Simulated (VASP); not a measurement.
The system is GaAs.

```xyz
2
Lattice="0.0000 2.8823 2.8823 2.8823 0.0000 2.8823 2.8823 2.8823 0.0000" Properties=species:S:1:pos:R:3 pbc="T T T"
As    4.3234    4.3234    4.3234
Ga    0.0000    0.0000    0.0000
```

This cell differs from its parent crystal: volume scaled by 1.06.

Base run:

- Program: VASP 6.6.1
- Functional: PBEsol
- Potentials or basis: VASP PAW PBE potentials, release 64 (As, Ga_d)
- Cutoff: 520 eV
- k mesh: 8 × 8 × 8
- Occupations: fermi-dirac, width 0.05 eV
- Spin: no spin polarisation

Its results: pressure -3.2 GPa.

Q: The run is repeated on the same cell with these changes: functional from PBEsol to BLYP. What comes out?

A: Pressure 3.0 GPa.

BLYP binds less tightly than PBEsol, so the same cell stands under more pressure.

Caveats: the PAW data sets were made with another functional, which shifts forces and pressure a little.
